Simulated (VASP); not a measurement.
# B16N15 (a cell with a defect) (vacancy hop of N) in VASP: a series of runs, part 2 of 2

VASP 6.6.1. The steps go on from the part before.

## (4) Single point, PBE, collinear spin

INCAR

```
SYSTEM = B16N15
PREC = Accurate
ENCUT = 520
EDIFF = 1E-6
ISMEAR = -1
SIGMA = 0.01
LREAL = Auto
LASPH = .TRUE.
NELM = 200
ALGO = Normal
ISIF = 2
LWAVE = .FALSE.
LCHARG = .FALSE.
ISPIN = 2
MAGMOM = 0.01 0.01 0.01 0.01 0.01 0 0.01 0.01 0 0 0.01 0.01 0.01 0.01 0 0.01 0 -0.01 0 -0.01 0.03 0 0.03 0 0 0 -0.01 0.03 0 0.03 0
LORBIT = 11
NUPDOWN = 1.0
GGA = PE
NBANDS = 86
GGA_COMPAT = .FALSE.
```

KPOINTS

```
Automatic mesh
0
G
  1 1 1
  0 0 0
```

POSCAR

```
B16N15
1.0
   -3.6241103800      3.6241103800     -3.6241103800
    3.6241103800      3.6241103800      3.6241103800
    3.6241103800     -3.6241103800     -3.6241103800
B N
16 15
Direct
   -0.0016063086      0.0031859278      0.0015931367
    0.0019144545      0.2545655769      0.7537740928
   -0.0068643021      0.5015155155      0.4994990288
    0.0071541129      0.7576643691      0.2573205222
    0.2493204433     -0.0001203417      0.7417136807
    0.2332945730      0.2496192912      0.4995519098
    0.2497539886      0.4981859693      0.2452391225
    0.2526909116      0.7489462626      0.0016316972
    0.4990545789     -0.0162346946      0.4994676666
    0.5012378077      0.2517802390      0.2337331634
    0.4962783683      0.5010955882     -0.0026259374
    0.5040610402      0.7524414043      0.7538109300
    0.7476344809      0.0002884533      0.2452272606
    0.7505817227      0.2468525264     -0.0025631258
    0.7670052439      0.5175675080      0.7652623321
    0.7510028949      0.7436880645      0.4995475867
    0.0042197044      0.0019818307      0.2517369822
    0.0001681246      0.2507129499     -0.0004869782
   -0.0038696524      0.4988616773      0.7467716129
    0.0001652752      0.7507020111      0.4995266937
    0.2516307188      0.0021527585      0.0041091128
    0.2519953162      0.2498010040      0.7473056533
    0.2533494107      0.4992222327      0.4995463209
    0.2514691681      0.7547361070      0.2517094995
    0.4992414742      0.0025387945      0.7473071544
    0.5010456519      0.4993899003      0.2522399931
    0.5001821251      0.7507003760     -0.0004938292
    0.7486591615      0.0038521266      0.4994829203
    0.7488645535      0.2515805317      0.2522381213
    0.7470124857      0.4975676750     -0.0050903158
    0.7483291987      0.7466752442      0.7468027388
```

On the command line:

```
$ cat potpaw_PBE.64/B/POTCAR potpaw_PBE.64/N/POTCAR > POTCAR
$ mpirun -np 1 vasp_gam > vasp.out
```

It took 52 s on 1 thread of Intel Xeon Platinum 8488C (Sapphire Rapids), shared host; peak memory 0.38 GiB.

The run converged. Its results:

* Free energy: -261.5920 eV
* Pressure: 0.8 GPa
* Largest force: 0.022 eV/Å
* Net moment: 1.00 μB per cell
* Site moments: B +0.02, +0.01; N -0.00, -0.01, +0.03 μB
* Valence electrons inside the program's atomic spheres: B 2.00, 2.01, 1.97; N 3.98, 3.99, 3.95

Forces on the atoms (eV/Å):
```
B   -0.003  0.001 -0.002
B   -0.008 -0.001  0.000
B   -0.012  0.012 -0.013
B   -0.008 -0.010  0.011
B    0.008 -0.008 -0.009
B   -0.012  0.013 -0.005
B    0.009 -0.002 -0.002
B   -0.002 -0.001  0.008
B    0.015  0.012  0.005
B    0.007 -0.009 -0.012
B    0.001 -0.001 -0.011
B    0.001  0.001  0.014
B    0.002  0.001 -0.011
B    0.004 -0.001  0.003
B   -0.010 -0.014  0.004
B    0.010  0.012  0.016
N   -0.004  0.000  0.013
N   -0.002 -0.002 -0.001
N   -0.003  0.002 -0.008
N   -0.002  0.000  0.001
N   -0.004 -0.004  0.007
N    0.011 -0.008 -0.008
N    0.009  0.004  0.014
N   -0.011 -0.007  0.006
N    0.001 -0.003 -0.011
N    0.005  0.005  0.007
N    0.003 -0.003  0.001
N   -0.009  0.003 -0.015
N   -0.006  0.004 -0.003
N    0.004 -0.003 -0.007
N    0.007  0.007  0.006
```

Stress tensor (GPa, compression positive):
```
 1.69  0.00  0.00
 0.00 -1.07  0.00
 0.00  0.00  1.73
```

Caveat: the k points lie up to 1.23 Å⁻¹ apart; the total moment is fixed, so each spin has its own Fermi level.

## (5) Single point, PBE, collinear spin

INCAR

```
PREC = Accurate
ENCUT = 520
EDIFF = 1E-6
ISMEAR = -1
SIGMA = 0.01
LREAL = Auto
LASPH = T
NELM = 200
ALGO = Normal
ISIF = 2
LWAVE = F
LCHARG = F
ISPIN = 2
MAGMOM = 0 0.01 0.01 0 0.01 0 0.01 0.01 0.01 0.01 0.01 0.01 0 0.01 0.01 0.01 0 0 -0.01 0 0.03 0 0.03 0 -0.01 -0.01 0 0.03 0 0.03 0
LORBIT = 11
NUPDOWN = 1.0
GGA = PE
NBANDS = 86
GGA_COMPAT = F
```

KPOINTS

```
Automatic mesh
0
Gamma
  1 1 1
```

POSCAR

```
B16N15
1.0
   -3.6241103800      3.6241103800     -3.6241103800
    3.6241103800      3.6241103800      3.6241103800
    3.6241103800     -3.6241103800     -3.6241103800
B N
16 15
Direct
   -0.0010980334      0.0001451103     -0.0169966855
    0.0038719404      0.2544154124      0.7516104165
   -0.0038582577      0.4980097623      0.5003021433
    0.0011237785      0.7343872193      0.2509645002
    0.2508366306      0.0001605999      0.7429190425
    0.2668736705      0.2658802355      0.5167525673
    0.2504159034      0.4980400137      0.2460214611
    0.2474782410      0.7458456921     -0.0005257738
    0.4929995680      0.0001342906      0.5006834947
    0.5017705015      0.2544189604      0.2537687157
    0.4982626797      0.5022568731      0.0024089951
    0.5069696340      0.7579337257      0.7568691092
    0.7331646063      0.0001288053      0.2488007708
    0.7491844094      0.2423488776     -0.0009215751
    0.7525326413      0.5022394632      0.7481366222
    0.7495846175      0.7458729004      0.4973512467
    0.4959723681      0.2473955804      0.4980371530
   -0.0008802606      0.2479725880      0.0017495660
    0.0000108630      0.5001224426      0.7498752202
    0.0009059943      0.7528860351      0.4985944113
    0.2485230044      0.0001352917      0.0030483860
    0.2481788838      0.2474157291      0.7458621168
    0.2468377009      0.4954943616      0.4967332662
    0.2487007683      0.7528558671      0.2507452403
    0.4999926359      0.0001488798      0.7498941198
    0.5000076364      0.5001544130      0.2498865021
    0.5040368104      0.7523166059      0.0011842510
    0.7531474010      0.0001459834      0.4983792314
    0.7518640741      0.2479541467      0.2490110386
    0.7514894063      0.5047695049      0.0013619314
    0.7512868817      0.7523134822      0.7539172407
```

On the command line:

```
$ cat potpaw_PBE.64/B/POTCAR potpaw_PBE.64/N/POTCAR > POTCAR
$ mpirun -np 1 vasp_gam > vasp.out
```

Wall time 54 s (1 thread of Intel Xeon Platinum 8488C (Sapphire Rapids), shared host); peak memory 0.38 GiB.

It converged, with:

| Quantity | Value |
| --- | --- |
| Free energy | -261.5920 eV |
| Pressure | 0.8 GPa |
| Largest force | 0.019 eV/Å |
| Net moment | 1.00 μB per cell |
| Site moments | B +0.01, +0.02; N -0.00, -0.01, +0.03 μB |
| Valence electrons inside the program's atomic spheres | B 1.97, 2.00, 2.01; N 3.98, 3.99, 3.95 |

Forces on the atoms (eV/Å):
```
B    0.008 -0.010 -0.011
B    0.001 -0.011 -0.005
B    0.001  0.011  0.004
B    0.014  0.003  0.010
B    0.008 -0.011 -0.009
B   -0.006 -0.008  0.014
B    0.008 -0.002 -0.001
B   -0.001  0.011  0.000
B   -0.009  0.008 -0.013
B   -0.009  0.002  0.001
B   -0.008 -0.001  0.001
B   -0.010 -0.007  0.010
B   -0.009  0.010 -0.006
B    0.008  0.009  0.009
B    0.001 -0.007  0.002
B    0.008  0.000 -0.004
N   -0.003  0.008 -0.005
N   -0.002  0.007  0.007
N    0.004  0.000  0.001
N    0.002 -0.007 -0.004
N   -0.009  0.010 -0.003
N    0.007 -0.006 -0.004
N    0.007  0.011  0.002
N   -0.004  0.004 -0.007
N   -0.004  0.002 -0.002
N   -0.002 -0.002 -0.002
N   -0.003 -0.005  0.006
N    0.010 -0.012 -0.010
N    0.006  0.002  0.008
N   -0.008 -0.008  0.004
N   -0.007  0.000  0.006
```

Stress tensor (GPa, compression positive):
```
 1.70  0.00  0.00
 0.00  1.71  0.00
 0.00  0.00 -1.08
```

Caveat: the k points lie up to 1.23 Å⁻¹ apart; the total moment is fixed, so each spin has its own Fermi level.

## (6) Single point, PBE, collinear spin

INCAR

```
PREC = Accurate
ENCUT = 520
EDIFF = 1E-6
ISMEAR = -1
SIGMA = 0.01
LREAL = Auto
LASPH = T
NELM = 200
ALGO = Normal
ISIF = 2
LWAVE = F
LCHARG = T
ISPIN = 2
MAGMOM = 0.04 0 0.01 0.01 0 0.02 0 0 0.01 0.04 0 0.01 0.03 0.01 0.03 0.01 0.08 0 0.01 0.01 -0.01 -0.01 0 0.02 0.01 0 0.01 0.01 0 0.01 0
LORBIT = 11
NUPDOWN = 1.0
GGA = PE
LELF = T
LVHAR = T
NBANDS = 86
GGA_COMPAT = F
```

KPOINTS

```
regular mesh
0
Gamma
  1 1 1
```

POSCAR

```
B16N15
1.0
   -3.6241103800      3.6241103800     -3.6241103800
    3.6241103800      3.6241103800      3.6241103800
    3.6241103800     -3.6241103800     -3.6241103800
B N
16 15
Direct
   -0.0016063252      0.0031858853      0.0015930806
    0.0019144009      0.2545655080      0.7537740890
   -0.0068643053      0.5015154919      0.4994989970
    0.0071541695      0.7576644230      0.2573205290
    0.2493203587     -0.0001204434      0.7417136119
    0.2332946327      0.2496193286      0.4995519756
    0.2497539824      0.4981859852      0.2452392192
    0.2526908411      0.7489462835      0.0016317108
    0.4990546121     -0.0162346049      0.4994676790
    0.5012379066      0.2517802728      0.2337332231
    0.4962783446      0.5010955268     -0.0026260238
    0.5040610822      0.7524414861      0.7538109256
    0.7476345133      0.0002884846      0.2452272163
    0.7505817193      0.2468525807     -0.0025631118
    0.7670051981      0.5175674313      0.7652622876
    0.7510027882      0.7436880275      0.4995475607
    0.0042196562      0.0019817277      0.2517369518
    0.0001681792      0.2507129764     -0.0004870161
   -0.0038696393      0.4988617372      0.7467716808
    0.0001652819      0.7507020247      0.4995267280
    0.2516307188      0.0021526662      0.0041091464
    0.2519953600      0.2498010284      0.7473057429
    0.2533494855      0.4992222395      0.4995463190
    0.2514691619      0.7547361182      0.2517094968
    0.4992414166      0.0025386920      0.7473071226
    0.5010455835      0.4993898668      0.2522399718
    0.5001821992      0.7507003691     -0.0004937764
    0.7486591785      0.0038521178      0.4994828552
    0.7488646083      0.2515806376      0.2522381782
    0.7470125675      0.4975677645     -0.0050902147
    0.7483293045      0.7466752434      0.7468027229
```

Potentials or basis: VASP PAW PBE potentials, release 64 (B, N).

On the command line:

```
$ cat potpaw_PBE.64/B/POTCAR potpaw_PBE.64/N/POTCAR > POTCAR
$ mpirun -np 1 vasp_gam > vasp.out
```

OUTCAR:

```text
PREC = Accurate
   ENCUT = 520
   EDIFF = 1E-6
   ISMEAR = -1
   LREAL = Auto
   LASPH = T
   NELM = 200
   ISIF = 2
   ISPIN = 2
   LORBIT = 11
   NUPDOWN = 1.0
   GGA = PE

 ion  position               nearest neighbor table
   1  0.998  0.003  0.002-  18 1.55  17 1.56  21 1.59  31 1.59
   2  0.002  0.255  0.754-  18 1.55  19 1.56  28 1.59  22 1.59
   3  0.993  0.502  0.499-  20 1.55  29 1.55  19 1.55  23 1.64
   4  0.007  0.758  0.257-  20 1.55  17 1.55  24 1.55  30 1.64
   5  0.249  1.000  0.742-  20 1.55  22 1.55  25 1.55  21 1.64
   6  0.233  0.250  0.500-  22 1.52  17 1.52  23 1.53
   7  0.250  0.498  0.245-  18 1.55  26 1.56  23 1.59  24 1.59
   8  0.253  0.749  0.002-  27 1.55  24 1.56  21 1.59  19 1.59
   9  0.499  0.984  0.499-  24 1.52  25 1.52  28 1.53
  10  0.501  0.252  0.234-  26 1.52  29 1.52  21 1.53
  11  0.496  0.501  0.997-  27 1.55  22 1.56  30 1.59  26 1.59
  12  0.504  0.752  0.754-  27 1.55  31 1.56  23 1.59  25 1.59
  13  0.748  0.000  0.245-  27 1.55  29 1.56  28 1.59  17 1.59
  14  0.751  0.247  0.997-  18 1.55  25 1.56  30 1.59  29 1.59
  15  0.767  0.518  0.765-  31 1.52  19 1.52  30 1.53
  16  0.751  0.744  0.500-  20 1.55  31 1.55  26 1.55  28 1.64
  17  0.004  0.002  0.252-   6 1.52   4 1.55   1 1.56  13 1.59
  18  0.000  0.251  1.000-   7 1.55   2 1.55  14 1.55   1 1.55
  19  0.996  0.499  0.747-  15 1.52   3 1.55   2 1.56   8 1.59
  20  0.000  0.751  0.500-  16 1.55   3 1.55   5 1.55   4 1.55
  21  0.252  0.002  0.004-  10 1.53   8 1.59   1 1.59   5 1.64
[... 8 lines left out ...]
  30  0.747  0.498  0.995-  15 1.53  11 1.59  14 1.59   4 1.64
  31  0.748  0.747  0.747-  15 1.52  16 1.55  12 1.56   1 1.59

  LATTYP: Found a body centered cubic cell.
 ALAT       =     7.2482207600

  Lattice vectors:

 A1 = (  -3.6241103800,   3.6241103800,  -3.6241103800)
 A2 = (   3.6241103800,   3.6241103800,   3.6241103800)
 A3 = (   3.6241103800,  -3.6241103800,  -3.6241103800)

Analysis of symmetry for initial positions (statically):
[... 235 lines left out ...]
      4      -9.8081      1.00000
      5      -9.7505      1.00000
      6      -9.7393      1.00000
[... 65 lines left out ...]
     72      16.1746      0.00000
     73      16.2470      0.00000
 Fermi energy:         6.6667073477

 spin component 2

 k-point     1 :       0.0000    0.0000    0.0000
  band No.  band energies     occupation
      1     -13.0660      1.00000
      2      -9.7941      1.00000
      3      -9.7921      1.00000
      4      -9.7592      1.00000
      5      -9.7009      1.00000
      6      -9.6989      1.00000
[... 65 lines left out ...]
     72      16.2442      0.00000
     73      16.3183      0.00000
 [bands above 73 left out]

------------------------ aborting loop because EDIFF is reached ----------------------------------------

  FORCE on cell =-STRESS in cart. coord.  units (eV):
  Direction    XX          YY          ZZ          XY          YZ          ZX
  --------------------------------------------------------------------------------------
  -------------------------------------------------------------------------------------
  Total        2.0045448     -1.2671829      2.0554094      0.0031551      0.0028492      0.0059122
  in kB       16.8679428    -10.6631528     17.2959602      0.0265498      0.0239755      0.0497500
  external PRESSURE =       7.8335834 kB  Pullay stress =       0.0000000 kB

 VOLUME and BASIS-vectors are now :
 -----------------------------------------------------------------------------
  energy-cutoff  :      520.00
  volume of cell :      190.40
      direct lattice vectors                 reciprocal lattice vectors
    -3.624110380  3.624110380 -3.624110380     0.000000000  0.137964893 -0.137964893
     3.624110380  3.624110380  3.624110380     0.137964893  0.137964893  0.000000000
     3.624110380 -3.624110380 -3.624110380     0.137964893  0.000000000 -0.137964893

 POSITION                                       TOTAL-FORCE (eV/Angst)
 -----------------------------------------------------------------------------------
     -3.60097      3.62406     -3.61252        -0.003172      0.000990     -0.001564
      3.64740     -1.80225     -1.81613        -0.008298     -0.001110     -0.000454
      0.02855      3.60654     -3.59193        -0.012293      0.011688     -0.012765
      3.65249      1.83923      1.78737        -0.008228     -0.010151      0.010558
      5.40816      1.83919      0.03206         0.007757     -0.007620     -0.008864
      1.86959     -0.06030     -1.75127        -0.012431      0.013267     -0.004521
[... 23 lines left out ...]
      2.70165      0.90483     -4.50968         0.004366     -0.002513     -0.006809
      2.70050      2.71157     -2.71249         0.006628      0.006566      0.006405
 -----------------------------------------------------------------------------------
    total drift:                                0.000377     -0.000819     -0.002262

  FREE ENERGIE OF THE ION-ELECTRON SYSTEM (eV)
  ---------------------------------------------------
  free  energy   TOTEN  =      -261.5920238518 eV

  energy  without entropy=     -261.5920238518  energy(sigma->0) =     -261.59202385

 total charge

# of ion       s       p       d       tot
------------------------------------------
    1        0.664   1.337   0.000   2.001
    2        0.664   1.338   0.000   2.001
    3        0.666   1.345   0.000   2.011
    4        0.666   1.345   0.000   2.011
    5        0.666   1.345   0.000   2.011
    6        0.689   1.282   0.000   1.971
[... 23 lines left out ...]
   30        1.227   2.722   0.000   3.949
   31        1.210   2.768   0.000   3.978
--------------------------------------------------
tot         28.952  62.570   0.000  91.521

 magnetization (x)

# of ion       s       p       d       tot
------------------------------------------
    1        0.001   0.016   0.000   0.017
    2        0.001   0.016   0.000   0.017
    3        0.001   0.020   0.000   0.021
    4        0.001   0.020   0.000   0.020
    5        0.001   0.019   0.000   0.020
    6        0.000   0.007   0.000   0.007
[... 23 lines left out ...]
   30        0.026   0.001   0.000   0.028
   31        0.003  -0.006   0.000  -0.003
--------------------------------------------------
tot          0.140   0.164   0.000   0.304
```

OSZICAR:

```text
N       E                     dE             d eps       ncg     rms          rms(c)
DAV:   1     0.978129592657E+03    0.97813E+03   -0.75943E+04   344   0.148E+03
DAV:   2    -0.203087739881E+03   -0.11812E+04   -0.11102E+04   460   0.377E+02
DAV:   3    -0.275636838679E+03   -0.72549E+02   -0.71961E+02   426   0.949E+01
DAV:   4    -0.276734585562E+03   -0.10977E+01   -0.10935E+01   432   0.120E+01
DAV:   5    -0.276754507996E+03   -0.19922E-01   -0.19878E-01   440   0.143E+00    0.263E+01
DAV:   6    -0.262759064357E+03    0.13995E+02   -0.44275E+01   394   0.200E+01    0.124E+01
DAV:   7    -0.261826026613E+03    0.93304E+00   -0.25327E+00   408   0.552E+00    0.756E+00
DAV:   8    -0.261598605001E+03    0.22742E+00   -0.69640E-01   378   0.284E+00    0.112E+00
DAV:   9    -0.261591978045E+03    0.66270E-02   -0.39514E-02   424   0.775E-01    0.499E-01
DAV:  10    -0.261591427183E+03    0.55086E-03   -0.81591E-03   386   0.276E-01    0.251E-01
DAV:  11    -0.261591923532E+03   -0.49635E-03   -0.12121E-03   408   0.132E-01    0.512E-02
DAV:  12    -0.261592002743E+03   -0.79211E-04   -0.16307E-04   392   0.480E-02    0.277E-02
DAV:  13    -0.261592017990E+03   -0.15247E-04   -0.15115E-05   424   0.170E-02    0.154E-02
DAV:  14    -0.261592022972E+03   -0.49823E-05   -0.38603E-06   360   0.842E-03    0.635E-03
DAV:  15    -0.261592023852E+03   -0.87945E-06   -0.81667E-07   232   0.372E-03
   1 F= -.26159202E+03 E0= -.26159202E+03  d E =-.446642E-11  mag=     1.0000
```

Wall time 54 s (1 thread of Intel Xeon Platinum 8488C (Sapphire Rapids), shared host); peak memory 0.37 GiB.

Results:

```
Free energy                                           : -261.5920 eV
Pressure                                              : 0.8 GPa
Largest force                                         : 0.022 eV/Å
Net moment                                            : 1.00 μB per cell
Site moments                                          : B +0.02, +0.01; N -0.00, -0.01, +0.03 μB
Valence electrons inside the program's atomic spheres : B 2.00, 2.01, 1.97; N 3.98, 3.99, 3.95
```

Forces in eV/Å, atoms in the order of the input:
```
B   -0.003  0.001 -0.002
B   -0.008 -0.001  0.000
B   -0.012  0.012 -0.013
B   -0.008 -0.010  0.011
B    0.008 -0.008 -0.009
B   -0.012  0.013 -0.005
B    0.009 -0.002 -0.002
B   -0.002 -0.001  0.008
B    0.015  0.012  0.005
B    0.007 -0.009 -0.012
B    0.001 -0.001 -0.011
B    0.001  0.001  0.014
B    0.002  0.001 -0.011
B    0.004 -0.001  0.003
B   -0.010 -0.014  0.004
B    0.010  0.012  0.016
N   -0.004  0.000  0.013
N   -0.002 -0.002 -0.001
N   -0.003  0.002 -0.008
N   -0.002  0.000  0.001
N   -0.004 -0.004  0.007
N    0.011 -0.008 -0.008
N    0.009  0.004  0.014
N   -0.011 -0.007  0.006
N    0.001 -0.003 -0.011
N    0.005  0.005  0.007
N    0.003 -0.003  0.001
N   -0.009  0.003 -0.015
N   -0.006  0.004 -0.003
N    0.004 -0.003 -0.007
N    0.007  0.007  0.006
```

Caveat: the k points lie up to 1.23 Å⁻¹ apart; the total moment is fixed, so each spin has its own Fermi level.
